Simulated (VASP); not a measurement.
# Cr (Fm-3m) in VASP: further runs

Cr is run at these levels: r2SCAN; tasks: single point.

All numbers are computed with VASP 6.6.1; they aren't measurements. Logs are shortened: lines on timing, memory, paths and dates and some standing lists are left out, and cuts for length are marked.

### Step 1. The cell of the first run

It takes space group Fm-3m (No. 225, cubic). Conventional cell: a = 3.646 Å, b = 3.646 Å, c = 3.646 Å, α = 90.00°, β = 90.00°, γ = 90.00°. Cr (site symmetry m-3m) has 12 Cr at 2.58 Å within 3.4 Å.

### Step 2. Single point, r2SCAN (volume scaled by 1.04)

POSCAR reads:

```
Cr
1.0
    0.0000000000      1.8228665111      1.8228665111
    1.8228665111      0.0000000000      1.8228665111
    1.8228665111      1.8228665111      0.0000000000
Cr
1
Direct
    0.0000000000      0.0000000000      0.0000000000
```

INCAR.step1 reads:

```
ALGO = Normal ; EDIFF = 1E-4
ENCUT = 520 ; GGA = PE
ISMEAR = -1 ; LASPH = T
LCHARG = F ; LREAL = F
LWAVE = T ; NBANDS = 12
NELM = 80 ; PREC = Accurate
SIGMA = 0.1
```

INCAR.step2 reads:

```
ALGO = Normal ; EDIFF = 1E-6
ENCUT = 520 ; ISIF = 2
ISMEAR = -1 ; ISTART = 1
LASPH = T ; LCHARG = T
LELF = T ; LMIXTAU = T
LREAL = F ; LVHAR = T
LWAVE = F ; METAGGA = R2SCAN
NBANDS = 12 ; NELM = 80
PREC = Accurate ; SIGMA = 0.1
```

KPOINTS reads:

```
k-points
0
Gamma
  17 17 17
```

Potentials or basis: VASP PAW PBE potentials, release 64 (Cr_pv).

The run is started by

```console
cat potpaw_PBE.64/Cr_pv/POTCAR > POTCAR
cp INCAR.step1 INCAR
mpirun -np 1 vasp_std > vasp.out
cp INCAR.step2 INCAR
mpirun -np 1 vasp_std > vasp.out
```

OUTCAR:

```text
EDIFF = 1E-6
   ENCUT = 520
   ISIF = 2
   ISMEAR = -1
   ISTART = 1
   LASPH = T
   LREAL = F
   METAGGA = R2SCAN
   NELM = 80
   PREC = Accurate

 ion  position               nearest neighbor table
   1  0.000  0.000  0.000-

  LATTYP: Found a face centered cubic cell.
 ALAT       =     3.6457330222

  Lattice vectors:

 A1 = (   0.0000000000,   1.8228665111,   1.8228665111)
 A2 = (   1.8228665111,   0.0000000000,   1.8228665111)
 A3 = (   1.8228665111,   1.8228665111,   0.0000000000)

Analysis of symmetry for initial positions (statically):
=====================================================================
 Subroutine PRICEL returns:
 Original cell was already a primitive cell.

 Routine SETGRP: Setting up the symmetry group for a
 face centered cubic supercell.

 Subroutine GETGRP returns: Found 48 space group operations
 (whereof 48 operations were pure point group operations)
 out of a pool of 48 trial point group operations.

The static configuration has the point symmetry O_h .

Analysis of symmetry for dynamics (positions and initial velocities):
=====================================================================
 Subroutine PRICEL returns:
 Original cell was already a primitive cell.

 Routine SETGRP: Setting up the symmetry group for a
 face centered cubic supercell.

 Subroutine GETGRP returns: Found 48 space group operations
 (whereof 48 operations were pure point group operations)
 out of a pool of 48 trial point group operations.

The dynamic configuration has the point symmetry O_h .

 Subroutine INISYM returns: Found 48 space group operations
 (whereof 48 operations are pure point group operations),
 and found     1 'primitive' translations

----------------------------------------------------------------------------------------

                                     Primitive cell

  volume of cell :      12.1142

  direct lattice vectors                    reciprocal lattice vectors
     0.000000000  1.822866511  1.822866511    -0.274293261  0.274293261  0.274293261
     1.822866511  0.000000000  1.822866511     0.274293261 -0.274293261  0.274293261
     1.822866511  1.822866511  0.000000000     0.274293261  0.274293261 -0.274293261

  length of vectors
     2.577922542  2.577922542  2.577922542     0.475089865  0.475089865  0.475089865

  position of ions in fractional coordinates (direct lattice)
     0.000000000  0.000000000  0.000000000

  ion indices of the primitive-cell ions
   primitive index   ion index
                 1           1

----------------------------------------------------------------------------------------

 KPOINTS: k-points

Automatic generation of k-mesh.
 Grid dimensions read from file:
 generate k-points for:   17   17   17

 Generating k-lattice:

  Cartesian coordinates                     Fractional coordinates (reciprocal lattice)
    -0.016134898  0.016134898  0.016134898     0.058823529  0.000000000  0.000000000
     0.016134898 -0.016134898  0.016134898     0.000000000  0.058823529  0.000000000
     0.016134898  0.016134898 -0.016134898     0.000000000  0.000000000  0.058823529

  Length of vectors
     0.027946463  0.027946463  0.027946463

  Shift w.r.t. Gamma in fractional coordinates (k-lattice)
     0.000000000  0.000000000  0.000000000

 Subroutine IBZKPT returns following result:
 ===========================================

 Found    165 irreducible k-points:

 Following reciprocal coordinates:
            Coordinates               Weight
  0.000000  0.000000  0.000000      1.000000
  0.058824  0.000000  0.000000      8.000000
  0.117647  0.000000  0.000000      8.000000
  0.176471  0.000000  0.000000      8.000000
  0.235294  0.000000  0.000000      8.000000
  0.294118  0.000000  0.000000      8.000000
[... 16 lines left out ...]
 -0.176471  0.058824  0.000000     24.000000
 -0.117647  0.058824  0.000000     24.000000
 [... further k-points ...]
   k-points           NKPTS =    165   k-points in BZ     NKDIM =    165   number of bands    NBANDS=     12
   number of dos      NEDOS =    301   number of ions     NIONS =      1
   total plane-waves  NPLWV =   8000
   dimension x,y,z NGX =    20 NGY =   20 NGZ =   20
   dimension x,y,z NGXF=    40 NGYF=   40 NGZF=   40
   ions per type =               1
   NGX,Y,Z   is equivalent  to a cutoff of  12.90, 12.90, 12.90 a.u.
   NGXF,Y,Z  is equivalent  to a cutoff of  25.80, 25.80, 25.80 a.u.
 SYSTEM =  unknown system
   PREC   = accura    normal or accurate (medium, high low for compatibility)
   ISTART =      1    job   : 0-new  1-cont  2-samecut
   ICHARG =      0    charge: 1-file 2-atom 10-const
   ISPIN  =      1    spin polarized calculation?
   LNONCOLLINEAR =      F non collinear calculations
   LSORBIT =      F    spin-orbit coupling
   LASPH  =      T    aspherical Exc in radial PAW
   ENCUT  =  520.0 eV  38.22 Ry    6.18 a.u.   4.79  4.79  4.79*2*pi/ulx,y,z
   NELM   =     80;   NELMIN=  2; NELMDL=  0     # of ELM steps
   EDIFF  = 0.1E-05   stopping-criterion for ELM
   LREAL  =      F    real-space projection
   EDIFFG = 0.1E-04   stopping-criterion for IOM
   NSW    =      0    number of steps for IOM
   IBRION =     -1    ionic relax: 0-MD 1-quasi-New 2-CG
   NFREE  =      0    steps in history (QN), initial steepest desc. (CG)
   ISIF   =      2    stress and relaxation
   ISYM   =      2    0-nonsym 1-usesym 2-fastsym
   POTIM  = 0.5000    time-step for ionic-motion
   TEBEG  =    0.0;   TEEND  =   0.0 temperature during run
   PSTRESS=    0.0 pullay stress
   NELECT =      12.0000    total number of electrons
   NUPDOWN=      -1.0000    fix difference up-down
   EMIN   =  10.00;   EMAX   =-10.00  energy-range for DOS
   EFERMI =   0.00;   METHOD = LEGACY
   ISMEAR =    -1;   SIGMA  =   0.10  broadening in eV -4-tet -1-fermi 0-gaus
   EFERMI_NEDOS =   21; number of points for ismear=-14 and -15
   IALGO  =     38    algorithm
   IMIX   =      4    mixing-type and parameters
     AMIX     =   0.40;   BMIX     =  1.00
     AMIX_MAG =   1.60;   BMIX_MAG =  1.00
  volume/ion in A,a.u.               =      12.11        81.75
  Fermi-wavevector in a.u.,A,eV,Ry     =   1.631938  3.083916 36.235340  2.663222
  Thomas-Fermi vector in A             =   2.723992
   LORBIT       =      0    0 simple, 1 ext, 2 COOP (PROOUT), +10 PAW based schemes
   METAGGA = R2SCAN    functional components
   LHFCALC =     F    Hartree Fock is set to
   AEXX    =    0.0000 exact exchange contribution
   IVDW    =     0    specifies the selected vdW correction
   LEPSILON=     F    determine dielectric tensor
   LRPA    =     F    only Hartree local field effects (RPA)
 non-spin polarized calculation
  energy-cutoff  :      520.00
  volume of cell :       12.11
 maximum number of plane-waves:       334
   NGX =  9   NGY =  9   NGZ =  9

 number of electron      12.0000004 magnetization

 Free energy of the ion-electron system (eV)
  ---------------------------------------------------
  ext. energy  EPLUGINS =         0.00000000
  ---------------------------------------------------
  free energy    TOTEN  =       -14.36596386 eV

  energy without entropy =      -14.30993661  energy(sigma->0) =      -14.33795023

 E-fermi :  10.0433     XC(G=0): -14.6556

 val. band max:       10.0289322000   @ k =   0.4118   0.1176   0.0000
 cond. band min:      10.0448322848   @ k =   0.1765   0.1176   0.0000
 fundamental gap:      0.0159000848
 Fermi energy:        10.0432803084

 k-point     1 :       0.0000    0.0000    0.0000
  band No.  band energies     occupation
      1     -34.0146      2.00000
      2     -34.0145      2.00000
      3     -34.0145      2.00000
      4       2.0198      2.00000
      5       9.5687      1.98278
      6       9.5687      1.98278
      7       9.5687      1.98278
      8      11.5277      0.00000
      9      11.5277      0.00000
     10      13.4612      0.00000
     11      30.2811      0.00000
     12      36.3152      0.00000

 k-point     2 :       0.0588    0.0000    0.0000
  band No.  band energies     occupation
      1     -34.0435      2.00000
      2     -34.0182      2.00000
      3     -34.0182      2.00000
      4       2.1643      2.00000
      5       9.4984      1.99143
      6       9.6159      1.97254
      7       9.6159      1.97253
      8      11.5008      0.00000
      9      11.5008      0.00000
     10      13.4608      0.00000
     11      30.3214      0.00000
     12      35.0040      0.00000

 k-point     3 :       0.1176    0.0000    0.0000
  band No.  band energies     occupation
      1     -34.1259      2.00000
      2     -34.0285      2.00000
      3     -34.0285      2.00000
      4       2.5858      2.00000
      5       9.3106      1.99869
      6       9.7380      1.90984
      7       9.7380      1.90981
      8      11.4424      0.00000
      9      11.4424      0.00000
     10      13.4596      0.00000
     11      30.2009      0.00000
     12      32.9171      0.00000
[... 286 lines left out ...]
 k-point    23 :      -0.1765    0.0588    0.0000
  band No.  band energies     occupation
      1     -34.3040      2.00000
      2     -34.0770      2.00000
      3     -34.0422      2.00000
      4       3.6208      2.00000
      5       8.9213      1.99997
      6       9.9117      1.57707
      7       9.9695      1.35302
      8      11.1982      0.00002
      9      11.6762      0.00000
     10      13.4567      0.00000
     11      28.3981      0.00000
     12      31.1681      0.00000

 k-point    24 :      -0.1176    0.0588    0.0000
  band No.  band energies     occupation
      1     -34.1757      2.00000
      2     -34.0551      2.00000
      3     -34.0277      2.00000
      4       2.9029      2.00000
      5       9.1589      1.99971
      6       9.8284      1.79117
      7       9.8356      1.77733
      8      11.2536      0.00001
      9      11.5702      0.00000
     10      13.4589      0.00000
     11      30.0230      0.00000
     12      32.0109      0.00000

 [... further k-points ...]
[... 5 lines left out ...]
  --------------------------------------------------------------------------------------
  -------------------------------------------------------------------------------------
  Total       -0.6561261     -0.6561261     -0.6561261      0.0000000      0.0000000      0.0000000
  in kB      -86.7767313    -86.7767313    -86.7767313      0.0000000      0.0000000      0.0000000
  external PRESSURE =     -86.7767313 kB  Pullay stress =       0.0000000 kB

 VOLUME and BASIS-vectors are now :
 -----------------------------------------------------------------------------
  energy-cutoff  :      520.00
  volume of cell :       12.11
      direct lattice vectors                 reciprocal lattice vectors
     0.000000000  1.822866511  1.822866511    -0.274293261  0.274293261  0.274293261
     1.822866511  0.000000000  1.822866511     0.274293261 -0.274293261  0.274293261
     1.822866511  1.822866511  0.000000000     0.274293261  0.274293261 -0.274293261

 POSITION                                       TOTAL-FORCE (eV/Angst)
 -----------------------------------------------------------------------------------
      0.00000      0.00000      0.00000         0.000000      0.000000      0.000000
 -----------------------------------------------------------------------------------
    total drift:                                0.000000     -0.000000     -0.000000

  FREE ENERGIE OF THE ION-ELECTRON SYSTEM (eV)
  ---------------------------------------------------
  free  energy   TOTEN  =       -14.3659638589 eV

  energy  without entropy=      -14.3099366058  energy(sigma->0) =      -14.33795023
```

Wall time 2.6 min (1 thread of Intel Xeon 8259CL, shared host); peak memory 0.14 GiB.

Results:

- Free energy: -14.3660 eV
- Pressure: -8.7 GPa
- Band gap on the k mesh: zero (band 6 reaches 12.68 eV, above the bottom of band 7 at 9.57 eV)

Caveat: the PAW data sets were made with another functional, which shifts forces and pressure a little; the run has no spin polarisation, though such a crystal can be magnetic. Spin polarisation is off, so any magnetic state and its effect on volume and gap are missing.

### Step 3. Single point, r2SCAN (volume scaled by 1.08)

POSCAR reads:

```
Cr
1.0
    0.0000000000      1.8459432206      1.8459432206
    1.8459432206      0.0000000000      1.8459432206
    1.8459432206      1.8459432206      0.0000000000
Cr
1
Direct
    0.0000000000      0.0000000000      0.0000000000
```

INCAR.step1 reads:

```
PREC = Accurate
ENCUT = 520
ISMEAR = -1
SIGMA = 0.1
LREAL = False
LASPH = True
NELM = 60
NBANDS = 12
GGA = PE
ALGO = Normal
EDIFF = 1E-4
LWAVE = True
LCHARG = False
```

INCAR.step2 reads:

```
PREC = Accurate
ENCUT = 520
EDIFF = 1E-7
ISMEAR = -1
SIGMA = 0.1
LREAL = False
LASPH = True
NELM = 60
ALGO = Normal
ISIF = 2
LWAVE = False
LCHARG = False
METAGGA = R2SCAN
LMIXTAU = True
NBANDS = 12
ISTART = 1
```

KPOINTS reads:

```
Automatic mesh
0
Gamma
  17 17 17
```

Potentials or basis: VASP PAW PBE potentials, release 64 (Cr_pv).

The run is started by

```console
cat potpaw_PBE.64/Cr_pv/POTCAR > POTCAR
cp INCAR.step1 INCAR
mpirun -np 1 vasp_std > vasp.out
cp INCAR.step2 INCAR
mpirun -np 1 vasp_std > vasp.out
```

OUTCAR:

```text
PREC = Accurate
   ENCUT = 520
   EDIFF = 1E-7
   ISMEAR = -1
   LREAL = False
   LASPH = True
   NELM = 60
   ISIF = 2
   METAGGA = R2SCAN
   ISTART = 1

 ion  position               nearest neighbor table
   1  0.000  0.000  0.000-

  LATTYP: Found a face centered cubic cell.
 ALAT       =     3.6918864412

  Lattice vectors:

 A1 = (   0.0000000000,   1.8459432206,   1.8459432206)
 A2 = (   1.8459432206,   0.0000000000,   1.8459432206)
 A3 = (   1.8459432206,   1.8459432206,   0.0000000000)
[... 528 lines left out ...]
      3     -34.5931      2.00000
      4       2.5096      2.00000
      5       8.7078      1.99954
      6       9.3425      1.76859
      7       9.3489      1.75515
      8      10.7041      0.00002
      9      11.0019      0.00000
     10      12.8831      0.00000
     11      29.1362      0.00000
     12      31.1052      0.00000

 [... further k-points ...]
[... 5 lines left out ...]
  --------------------------------------------------------------------------------------
  -------------------------------------------------------------------------------------
  Total       -1.2812077     -1.2812077     -1.2812077     -0.0000000      0.0000000      0.0000000
  in kB     -163.1718037   -163.1718037   -163.1718037     -0.0000000      0.0000000      0.0000000
  external PRESSURE =    -163.1718037 kB  Pullay stress =       0.0000000 kB

 VOLUME and BASIS-vectors are now :
 -----------------------------------------------------------------------------
  energy-cutoff  :      520.00
  volume of cell :       12.58
      direct lattice vectors                 reciprocal lattice vectors
     0.000000000  1.845943221  1.845943221    -0.270864236  0.270864236  0.270864236
     1.845943221  0.000000000  1.845943221     0.270864236 -0.270864236  0.270864236
     1.845943221  1.845943221  0.000000000     0.270864236  0.270864236 -0.270864236

 POSITION                                       TOTAL-FORCE (eV/Angst)
 -----------------------------------------------------------------------------------
      0.00000      0.00000      0.00000         0.000000      0.000000      0.000000
 -----------------------------------------------------------------------------------
    total drift:                                0.000000     -0.000000      0.000000

  FREE ENERGIE OF THE ION-ELECTRON SYSTEM (eV)
  ---------------------------------------------------
  free  energy   TOTEN  =       -14.3292985759 eV

  energy  without entropy=      -14.2708797091  energy(sigma->0) =      -14.30008914
```

OSZICAR.step1:

```text
N       E                     dE             d eps       ncg     rms          rms(c)
DAV:   1     0.809812382080E+02    0.80981E+02   -0.70445E+03  3992   0.116E+03
DAV:   2    -0.959303440416E+01   -0.90574E+02   -0.87585E+02  4020   0.296E+02
DAV:   3    -0.108157825140E+02   -0.12227E+01   -0.12137E+01  4556   0.412E+01
DAV:   4    -0.108227215653E+02   -0.69391E-02   -0.69388E-02  4276   0.310E+00
DAV:   5    -0.108228113094E+02   -0.89744E-04   -0.89744E-04  4460   0.325E-01    0.116E+01
DAV:   6    -0.916285214130E+01    0.16600E+01   -0.46107E+00  4168   0.369E+01    0.208E+00
DAV:   7    -0.913573467511E+01    0.27117E-01   -0.13307E-01  4092   0.552E+00    0.971E-01
DAV:   8    -0.912590046919E+01    0.98342E-02   -0.47502E-03  4368   0.100E+00    0.214E-01
DAV:   9    -0.912538512501E+01    0.51534E-03   -0.13535E-03  4060   0.614E-01    0.414E-02
DAV:  10    -0.912538785969E+01   -0.27347E-05   -0.23001E-05  2048   0.595E-02
   1 F= -.91253879E+01 E0= -.90940125E+01  d E =-.627507E-01
```

Wall time 3 min (1 thread of Intel Xeon 8259CL, shared host); peak memory 0.15 GiB.

What came out:

* Free energy: -14.3293 eV
* Pressure: -16.3 GPa
* Band gap on the k mesh: zero (band 6 reaches 12.05 eV, above the bottom of band 7 at 9.10 eV)

Caveat: the PAW data sets were made with another functional, which shifts forces and pressure a little; the run has no spin polarisation, though such a crystal can be magnetic. Spin polarisation is off, so any magnetic state and its effect on volume and gap are missing.

### Step 4. Single point, r2SCAN (volume scaled by 1.12)

POSCAR reads:

```
Cr
1.0
    0.0000000000      1.8684569421      1.8684569421
    1.8684569421      0.0000000000      1.8684569421
    1.8684569421      1.8684569421      0.0000000000
Cr
1
Direct
    0.0000000000      0.0000000000      0.0000000000
```

INCAR.step1 reads:

```
  ALGO = Normal
  EDIFF = 1E-4
  ENCUT = 520
  GGA = PE
  ISMEAR = -1
  LASPH = True
  LCHARG = False
  LREAL = False
  LWAVE = True
  NBANDS = 12
  NELM = 80
  PREC = Accurate
  SIGMA = 0.1
```

INCAR.step2 reads:

```
  ALGO = Normal
  EDIFF = 1E-6
  ENCUT = 520
  ISIF = 2
  ISMEAR = -1
  ISTART = 1
  LASPH = True
  LCHARG = False
  LMIXTAU = True
  LREAL = False
  LWAVE = False
  METAGGA = R2SCAN
  NBANDS = 12
  NELM = 80
  PREC = Accurate
  SIGMA = 0.1
```

KPOINTS reads:

```
k-points
0
Gamma
  17 17 17
```

The run is started by

```console
cat potpaw_PBE.64/Cr_pv/POTCAR > POTCAR
cp INCAR.step1 INCAR
mpirun -np 1 vasp_std > vasp.out
cp INCAR.step2 INCAR
mpirun -np 1 vasp_std > vasp.out
```

Run time: 2.7 min. Hardware: 1 thread of Intel Xeon 8259CL, shared host; peak memory 0.15 GiB.

Results (log left out):

- Free energy: -14.2726 eV
- Pressure: -22.5 GPa
- Band gap on the k mesh: zero (band 6 reaches 11.47 eV, above the bottom of band 7 at 8.65 eV)

Levels at points of the mesh, in eV from the Fermi level:
| k point | band 2 | band 3 | band 4 | band 5 | band 6 | band 7 | band 8 | band 9 | band 10 | band 11 |
| --- | --- | --- | --- | --- | --- | --- | --- | --- | --- | --- |
| (0.00, 0.00, 0.00) | -44.19 | -44.19 | -7.76 | -0.43 | -0.43 | -0.43 | 1.35 | 1.35 | 3.28 | 19.76 |

Caveat: the PAW data sets were made with another functional, which shifts forces and pressure a little; the run has no spin polarisation, though such a crystal can be magnetic.

### Step 5. The runs side by side

```tsv
cell	gap on the mesh (eV)	pressure (GPa)
a = 2.578 Å, angles 60.0°, 1 atom	none	-8.7
a = 2.611 Å, angles 60.0°, 1 atom	none	-16.3
a = 2.642 Å, angles 60.0°, 1 atom	none	-22.5
```

Alike in all rows: task single point; level r2SCAN; potentials or basis VASP PAW PBE potentials, release 64 (Cr_pv); no spin polarisation; k mesh 17 × 17 × 17; cutoff (eV) 520; smearing fermi-dirac 0.1 eV.

Caveats: the PAW data sets were made with another functional, which shifts forces and pressure a little; the run has no spin polarisation, though such a crystal can be magnetic.

Absolute energies hang on the potentials; compare differences alone.
